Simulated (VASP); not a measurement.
# BN (P6_3mc) in VASP: further runs, part 2 of 2

VASP 6.6.1. The steps go on from the part before.

### Step 3. Single point, r2SCAN (all N atoms moved +0.225 Å, as atom 3 along Cartesian [0 0 1])

POSCAR reads:

```
BN
1.0
    2.5539396017      0.0000000000      0.0000000000
   -1.2769698009      2.2117765748      0.0000000000
    0.0000000000      0.0000000000      4.2268550000
B N
2 2
Direct
    0.6666666667      0.3333333333      0.9997240000
    0.3333333333      0.6666666667      0.4997240000
    0.6666666667      0.3333333333      0.6785070666
    0.3333333333      0.6666666667      0.1785070666
```

INCAR.step1 reads:

```
SYSTEM = BN
PREC = Accurate
ENCUT = 520
ISMEAR = 0
SIGMA = 0.05
LREAL = .False.
LASPH = .True.
NELM = 80
NBANDS = 16
GGA = PE
ALGO = Normal
EDIFF = 1E-4
LWAVE = .True.
LCHARG = .False.
```

INCAR.step2 reads:

```
SYSTEM = BN
PREC = Accurate
ENCUT = 520
EDIFF = 1E-7
ISMEAR = 0
SIGMA = 0.05
LREAL = .False.
LASPH = .True.
NELM = 80
ALGO = Normal
ISIF = 2
LWAVE = .False.
LCHARG = .False.
METAGGA = R2SCAN
LMIXTAU = .True.
NBANDS = 16
ISTART = 1
```

KPOINTS reads:

```
regular mesh
0
Gamma
  12 12 6
  0 0 0
```

Potentials or basis: VASP PAW PBE potentials, release 64 (B, N).

Run with:

```bash
> cat potpaw_PBE.64/B/POTCAR potpaw_PBE.64/N/POTCAR > POTCAR
> cp INCAR.step1 INCAR
> mpirun -np 1 vasp_std > vasp.out
> cp INCAR.step2 INCAR
> mpirun -np 1 vasp_std > vasp.out
```

OUTCAR:

```text
SYSTEM = BN
   PREC = Accurate
   ENCUT = 520
   EDIFF = 1E-7
   ISMEAR = 0
   LREAL = .False.
   LASPH = .True.
   NELM = 80
   ISIF = 2
   METAGGA = R2SCAN
   ISTART = 1

 ion  position               nearest neighbor table
   1  0.667  0.333  1.000-   3 1.36   4 1.66   4 1.66   4 1.66
   2  0.333  0.667  0.500-   4 1.36   3 1.66   3 1.66   3 1.66
   3  0.667  0.333  0.679-   1 1.36   2 1.66   2 1.66   2 1.66
   4  0.333  0.667  0.179-   2 1.36   1 1.66   1 1.66   1 1.66

  LATTYP: Found a hexagonal cell.
 ALAT       =     2.5539396017
 C/A-ratio  =     1.6550332659

  Lattice vectors:

 A1 = (   2.5539396017,   0.0000000000,   0.0000000000)
 A2 = (  -1.2769698009,   2.2117765748,   0.0000000000)
 A3 = (   0.0000000000,   0.0000000000,   4.2268550000)

Analysis of symmetry for initial positions (statically):
=====================================================================
 Subroutine PRICEL returns:
 Original cell was already a primitive cell.

 Routine SETGRP: Setting up the symmetry group for a
 hexagonal supercell.

 Subroutine GETGRP returns: Found 12 space group operations
 (whereof  6 operations were pure point group operations)
 out of a pool of 24 trial point group operations.

The static configuration has the point symmetry C_3v.
 The point group associated with its full space group is C_6v.

Analysis of symmetry for dynamics (positions and initial velocities):
=====================================================================
 Subroutine PRICEL returns:
 Original cell was already a primitive cell.

 Routine SETGRP: Setting up the symmetry group for a
 hexagonal supercell.

 Subroutine GETGRP returns: Found 12 space group operations
 (whereof  6 operations were pure point group operations)
 out of a pool of 24 trial point group operations.

The dynamic configuration has the point symmetry C_3v.
 The point group associated with its full space group is C_6v.

 Subroutine INISYM returns: Found 12 space group operations
 (whereof  6 operations are pure point group operations),
 and found     1 'primitive' translations

----------------------------------------------------------------------------------------

                                     Primitive cell

  volume of cell :      23.8764

  direct lattice vectors                    reciprocal lattice vectors
     2.553939602  0.000000000  0.000000000     0.391551938  0.226062617  0.000000000
    -1.276969801  2.211776575  0.000000000     0.000000000  0.452125233  0.000000000
     0.000000000  0.000000000  4.226855000     0.000000000  0.000000000  0.236582518

  length of vectors
     2.553939602  2.553939602  4.226855000     0.452125233  0.452125233  0.236582518

  position of ions in fractional coordinates (direct lattice)
     0.666666667  0.333333333  0.999724000
     0.333333333  0.666666667  0.499724000
     0.666666667  0.333333333  0.678507067
     0.333333333  0.666666667  0.178507067

  ion indices of the primitive-cell ions
   primitive index   ion index
                 1           1
                 2           2
                 3           3
                 4           4

----------------------------------------------------------------------------------------

 KPOINTS: regular mesh

Automatic generation of k-mesh.
[... 26 lines left out ...]
  0.250000  0.000000  0.000000      6.000000
  0.333333  0.000000  0.000000      6.000000
  0.416667  0.000000  0.000000      6.000000
[... 16 lines left out ...]
  0.250000  0.000000  0.166667     12.000000
  0.333333  0.000000  0.166667     12.000000
 [... further k-points ...]
   k-points           NKPTS =     76   k-points in BZ     NKDIM =     76   number of bands    NBANDS=     16
   number of dos      NEDOS =    301   number of ions     NIONS =      4
   total plane-waves  NPLWV =  12800
   dimension x,y,z NGX =    20 NGY =   20 NGZ =   32
   dimension x,y,z NGXF=    40 NGYF=   40 NGZF=   64
   ions per type =               2   2
   NGX,Y,Z   is equivalent  to a cutoff of  13.02, 13.02, 12.59 a.u.
   NGXF,Y,Z  is equivalent  to a cutoff of  26.04, 26.04, 25.17 a.u.
 SYSTEM =  BN
   PREC   = accura    normal or accurate (medium, high low for compatibility)
   ISTART =      1    job   : 0-new  1-cont  2-samecut
   ICHARG =      0    charge: 1-file 2-atom 10-const
   ISPIN  =      1    spin polarized calculation?
   LNONCOLLINEAR =      F non collinear calculations
   LSORBIT =      F    spin-orbit coupling
   LASPH  =      T    aspherical Exc in radial PAW
   ENCUT  =  520.0 eV  38.22 Ry    6.18 a.u.   4.75  4.75  7.86*2*pi/ulx,y,z
   NELM   =     80;   NELMIN=  2; NELMDL=  0     # of ELM steps
   EDIFF  = 0.1E-06   stopping-criterion for ELM
   LREAL  =      F    real-space projection
   EDIFFG = 0.1E-05   stopping-criterion for IOM
   NSW    =      0    number of steps for IOM
   IBRION =     -1    ionic relax: 0-MD 1-quasi-New 2-CG
   NFREE  =      0    steps in history (QN), initial steepest desc. (CG)
   ISIF   =      2    stress and relaxation
   ISYM   =      2    0-nonsym 1-usesym 2-fastsym
   POTIM  = 0.5000    time-step for ionic-motion
   TEBEG  =    0.0;   TEEND  =   0.0 temperature during run
   PSTRESS=    0.0 pullay stress
   NELECT =      16.0000    total number of electrons
   NUPDOWN=      -1.0000    fix difference up-down
   EMIN   =  10.00;   EMAX   =-10.00  energy-range for DOS
   EFERMI =   0.00;   METHOD = LEGACY
   ISMEAR =     0;   SIGMA  =   0.05  broadening in eV -4-tet -1-fermi 0-gaus
   EFERMI_NEDOS =   21; number of points for ismear=-14 and -15
   IALGO  =     38    algorithm
   IMIX   =      4    mixing-type and parameters
     AMIX     =   0.40;   BMIX     =  1.00
     AMIX_MAG =   1.60;   BMIX_MAG =  1.00
  volume/ion in A,a.u.               =       5.97        40.28
  Fermi-wavevector in a.u.,A,eV,Ry     =   1.432600  2.707222 27.923836  2.052344
  Thomas-Fermi vector in A             =   2.552210
   LORBIT       =      0    0 simple, 1 ext, 2 COOP (PROOUT), +10 PAW based schemes
   METAGGA = R2SCAN    functional components
   LHFCALC =     F    Hartree Fock is set to
   AEXX    =    0.0000 exact exchange contribution
   IVDW    =     0    specifies the selected vdW correction
   LEPSILON=     F    determine dielectric tensor
   LRPA    =     F    only Hartree local field effects (RPA)
 non-spin polarized calculation
 Gauss-broadening in eV      SIGMA  =   0.05
  energy-cutoff  :      520.00
  volume of cell :       23.88
 maximum number of plane-waves:       660
 NGX is ok and might be reduce to    20
   NGX =  9   NGY =  9   NGZ = 15

 number of electron      16.0000003 magnetization

 Free energy of the ion-electron system (eV)
  ---------------------------------------------------
  ext. energy  EPLUGINS =         0.00000000
  ---------------------------------------------------
  free energy    TOTEN  =       -36.70713633 eV

  energy without entropy =      -36.70713633  energy(sigma->0) =      -36.70713633

 E-fermi :   8.4218     XC(G=0): -13.5755

 val. band max:        8.2104696094   @ k =   0.0000   0.0000   0.0000
 cond. band min:      10.4825639184   @ k =   0.3333   0.3333   0.0000
 fundamental gap:      2.2720943090
 Fermi energy:         8.4217617749

 k-point     1 :       0.0000    0.0000    0.0000
  band No.  band energies     occupation
      1     -14.1150      2.00000
      2     -10.1668      2.00000
      3      -4.5280      2.00000
      4       4.2951      2.00000
      5       5.4609      2.00000
      6       5.4609      2.00000
[... 433 lines left out ...]
      3      -2.2258      2.00000
      4      -0.4657      2.00000
      5       1.1688      2.00000
      6       3.3493      2.00000
[... 8 lines left out ...]
     15      24.1065      0.00000
     16      24.4439      0.00000

 [... further k-points ...]

------------------------ aborting loop because EDIFF is reached ----------------------------------------

  FORCE on cell =-STRESS in cart. coord.  units (eV):
  Direction    XX          YY          ZZ          XY          YZ          ZX
  --------------------------------------------------------------------------------------
  -------------------------------------------------------------------------------------
  Total        0.4192708      0.4192708      5.2684958     -0.0000000      0.0000000      0.0000000
  in kB       28.1342922     28.1342922    353.5314002     -0.0000000      0.0000000      0.0000000
  external PRESSURE =     136.5999949 kB  Pullay stress =       0.0000000 kB

 VOLUME and BASIS-vectors are now :
 -----------------------------------------------------------------------------
  energy-cutoff  :      520.00
  volume of cell :       23.88
      direct lattice vectors                 reciprocal lattice vectors
     2.553939602  0.000000000  0.000000000     0.391551938  0.226062617  0.000000000
    -1.276969801  2.211776575  0.000000000     0.000000000  0.452125233  0.000000000
     0.000000000  0.000000000  4.226855000     0.000000000  0.000000000  0.236582518

 POSITION                                       TOTAL-FORCE (eV/Angst)
 -----------------------------------------------------------------------------------
      1.27697      0.73726      4.22569         0.000000      0.000000      7.812898
     -0.00000      1.47452      2.11226        -0.000000     -0.000000      7.812898
      1.27697      0.73726      2.86795         0.000000      0.000000     -7.812898
     -0.00000      1.47452      0.75452        -0.000000     -0.000000     -7.812898
 -----------------------------------------------------------------------------------
    total drift:                                0.000000      0.000000     -0.001147

  FREE ENERGIE OF THE ION-ELECTRON SYSTEM (eV)
  ---------------------------------------------------
  free  energy   TOTEN  =       -36.7071363289 eV

  energy  without entropy=      -36.7071363288  energy(sigma->0) =      -36.70713633
```

It took 98 s on 1 thread of AMD EPYC 7R43 (Zen 3), shared host; peak memory 0.11 GiB.

Results:

| Item | Value |
| --- | --- |
| Free energy | -36.7071 eV |
| Pressure | 13.7 GPa |
| Largest force | 7.813 eV/Å |
| Band gap on the k mesh | 2.27 eV, indirect (least direct gap 6.66 eV) |

Forces on the atoms (eV/Å):
```
B    0.000  0.000  7.813
B    0.000  0.000  7.813
N    0.000  0.000 -7.813
N    0.000  0.000 -7.813
```

Levels at points of the mesh, in eV from the valence-band top:
```
           k point  band 5  band 6  band 7  band 8  band 9  band 10  band 11  band 12
(0.00, 0.00, 0.00)   -2.75   -2.75    0.00    0.00    7.67     7.67     9.50     9.58
(0.50, 0.00, 0.00)   -8.27   -6.91   -5.58   -1.56    5.55     6.50     7.35    10.49
(0.00, 0.00, 0.50)   -1.58   -1.58   -1.58   -1.58    9.52     9.52     9.86     9.86
(0.50, 0.00, 0.50)   -5.72   -5.72   -4.03   -4.03    5.72     5.72    10.51    10.51
```

Caveat: the cell differs from its parent crystal (all N atoms moved +0.225 Å, as atom 3 along Cartesian [0 0 1]); the PAW data sets were made with another functional, which shifts forces and pressure a little.

### Step 4. Single point, r2SCAN (all N atoms moved -0.150 Å, as atom 3 along Cartesian [0 0 1])

POSCAR, as its differences from that of step 3:

```diff
@@ -10,3 +10,3 @@
     0.3333333333      0.6666666667      0.4997240000
-    0.6666666667      0.3333333333      0.6785070666
-    0.3333333333      0.6666666667      0.1785070666
+    0.6666666667      0.3333333333      0.5897886223
+    0.3333333333      0.6666666667      0.0897886223
```

INCAR.step1 reads:

```
PREC = Accurate
ENCUT = 520
ISMEAR = 0
SIGMA = 0.05
LREAL = F
LASPH = T
NELM = 60
NBANDS = 16
GGA = PE
ALGO = Normal
EDIFF = 1E-4
LWAVE = T
LCHARG = F
```

INCAR.step2 reads:

```
PREC = Accurate
ENCUT = 520
EDIFF = 1E-6
ISMEAR = 0
SIGMA = 0.05
LREAL = F
LASPH = T
NELM = 60
ALGO = Normal
ISIF = 2
LWAVE = F
LCHARG = F
METAGGA = R2SCAN
LMIXTAU = T
NBANDS = 16
ISTART = 1
```

KPOINTS reads:

```
regular mesh
0
Gamma
  12 12 6
```

Potentials or basis: VASP PAW PBE potentials, release 64 (B, N).

Run with:

```bash
> cat potpaw_PBE.64/B/POTCAR potpaw_PBE.64/N/POTCAR > POTCAR
> cp INCAR.step1 INCAR
> mpirun -np 1 vasp_std > vasp.out
> cp INCAR.step2 INCAR
> mpirun -np 1 vasp_std > vasp.out
```

OUTCAR:

```text
PREC = Accurate
   ENCUT = 520
   EDIFF = 1E-6
   ISMEAR = 0
   LREAL = F
   LASPH = T
   NELM = 60
   ISIF = 2
   METAGGA = R2SCAN
   ISTART = 1

 ion  position               nearest neighbor table
   1  0.667  0.333  1.000-   4 1.52   4 1.52   4 1.52   3 1.73
   2  0.333  0.667  0.500-   3 1.52   3 1.52   3 1.52   4 1.73
   3  0.667  0.333  0.590-   2 1.52   2 1.52   2 1.52   1 1.73
   4  0.333  0.667  0.090-   1 1.52   1 1.52   1 1.52   2 1.73

  LATTYP: Found a hexagonal cell.
 ALAT       =     2.5539396017
 C/A-ratio  =     1.6550332659

  Lattice vectors:

 A1 = (   2.5539396017,   0.0000000000,   0.0000000000)
 A2 = (  -1.2769698009,   2.2117765748,   0.0000000000)
 A3 = (   0.0000000000,   0.0000000000,   4.2268550000)

Analysis of symmetry for initial positions (statically):
=====================================================================
 Subroutine PRICEL returns:
 Original cell was already a primitive cell.

 Routine SETGRP: Setting up the symmetry group for a
 hexagonal supercell.

 Subroutine GETGRP returns: Found 12 space group operations
 (whereof  6 operations were pure point group operations)
 out of a pool of 24 trial point group operations.

The static configuration has the point symmetry C_3v.
 The point group associated with its full space group is C_6v.

Analysis of symmetry for dynamics (positions and initial velocities):
=====================================================================
 Subroutine PRICEL returns:
 Original cell was already a primitive cell.

 Routine SETGRP: Setting up the symmetry group for a
 hexagonal supercell.

 Subroutine GETGRP returns: Found 12 space group operations
 (whereof  6 operations were pure point group operations)
 out of a pool of 24 trial point group operations.

The dynamic configuration has the point symmetry C_3v.
 The point group associated with its full space group is C_6v.

[... 123 lines left out ...]
  volume/ion in A,a.u.               =       5.97        40.28
  Fermi-wavevector in a.u.,A,eV,Ry     =   1.432600  2.707222 27.923836  2.052344
  Thomas-Fermi vector in A             =   2.552210
   LORBIT       =      0    0 simple, 1 ext, 2 COOP (PROOUT), +10 PAW based schemes
   METAGGA = R2SCAN    functional components
   LHFCALC =     F    Hartree Fock is set to
   AEXX    =    0.0000 exact exchange contribution
   IVDW    =     0    specifies the selected vdW correction
   LEPSILON=     F    determine dielectric tensor
   LRPA    =     F    only Hartree local field effects (RPA)
 non-spin polarized calculation
 Gauss-broadening in eV      SIGMA  =   0.05
  energy-cutoff  :      520.00
  volume of cell :       23.88
 maximum number of plane-waves:       660
 NGX is ok and might be reduce to    20
   NGX =  9   NGY =  9   NGZ = 15

 number of electron      16.0000002 magnetization

 Free energy of the ion-electron system (eV)
  ---------------------------------------------------
  ext. energy  EPLUGINS =         0.00000000
  ---------------------------------------------------
  free energy    TOTEN  =       -37.87160845 eV

  energy without entropy =      -37.87160845  energy(sigma->0) =      -37.87160845

 E-fermi :   8.4869     XC(G=0): -13.5677

 val. band max:        8.2315982193   @ k =   0.0000   0.0000   0.0000
 cond. band min:      13.9227051290   @ k =   0.5000   0.0000   0.3333
 fundamental gap:      5.6911069097
 Fermi energy:         8.4869223454

 k-point     1 :       0.0000    0.0000    0.0000
  band No.  band energies     occupation
      1     -14.1093      2.00000
      2      -9.9282      2.00000
      3      -3.5449      2.00000
      4       4.6931      2.00000
      5       4.6931      2.00000
      6       6.5281      2.00000
[... 433 lines left out ...]
      3      -1.7766      2.00000
      4      -0.0228      2.00000
      5       0.6558      2.00000
      6       2.4082      2.00000
[... 8 lines left out ...]
     15      24.2330      0.00000
     16      24.8399      0.00000

 [... further k-points ...]

------------------------ aborting loop because EDIFF is reached ----------------------------------------

  FORCE on cell =-STRESS in cart. coord.  units (eV):
  Direction    XX          YY          ZZ          XY          YZ          ZX
  --------------------------------------------------------------------------------------
  -------------------------------------------------------------------------------------
  Total       -0.2319829     -0.2319829      1.6590737      0.0000000      0.0000000      0.0000000
  in kB      -15.5667280    -15.5667280    111.3286713      0.0000000      0.0000000      0.0000000
  external PRESSURE =      26.7317384 kB  Pullay stress =       0.0000000 kB

 VOLUME and BASIS-vectors are now :
 -----------------------------------------------------------------------------
  energy-cutoff  :      520.00
  volume of cell :       23.88
      direct lattice vectors                 reciprocal lattice vectors
     2.553939602  0.000000000  0.000000000     0.391551938  0.226062617  0.000000000
    -1.276969801  2.211776575  0.000000000     0.000000000  0.452125233  0.000000000
     0.000000000  0.000000000  4.226855000     0.000000000  0.000000000  0.236582518

 POSITION                                       TOTAL-FORCE (eV/Angst)
 -----------------------------------------------------------------------------------
      1.27697      0.73726      4.22569         0.000000      0.000000     -2.260051
     -0.00000      1.47452      2.11226         0.000000     -0.000000     -2.260051
      1.27697      0.73726      2.49295        -0.000000      0.000000      2.260051
     -0.00000      1.47452      0.37952         0.000000     -0.000000      2.260051
 -----------------------------------------------------------------------------------
    total drift:                               -0.000000     -0.000000     -0.001943

  FREE ENERGIE OF THE ION-ELECTRON SYSTEM (eV)
  ---------------------------------------------------
  free  energy   TOTEN  =       -37.8716084503 eV

  energy  without entropy=      -37.8716084503  energy(sigma->0) =      -37.87160845
```

It took 92 s on 1 thread of AMD EPYC 7R43 (Zen 3), shared host; peak memory 0.11 GiB.

What came out:

- Free energy: -37.8716 eV
- Pressure: 2.7 GPa
- Largest force: 2.260 eV/Å
- Band gap on the k mesh: 5.69 eV, indirect (least direct gap 7.49 eV)

Forces in eV/Å, atoms in the order of the input:
```
B    0.000  0.000 -2.260
B    0.000  0.000 -2.260
N    0.000  0.000  2.260
N    0.000  0.000  2.260
```

Caveat: the cell differs from its parent crystal (all N atoms moved -0.150 Å, as atom 3 along Cartesian [0 0 1]); the PAW data sets were made with another functional, which shifts forces and pressure a little. A k mesh can miss the band edges.
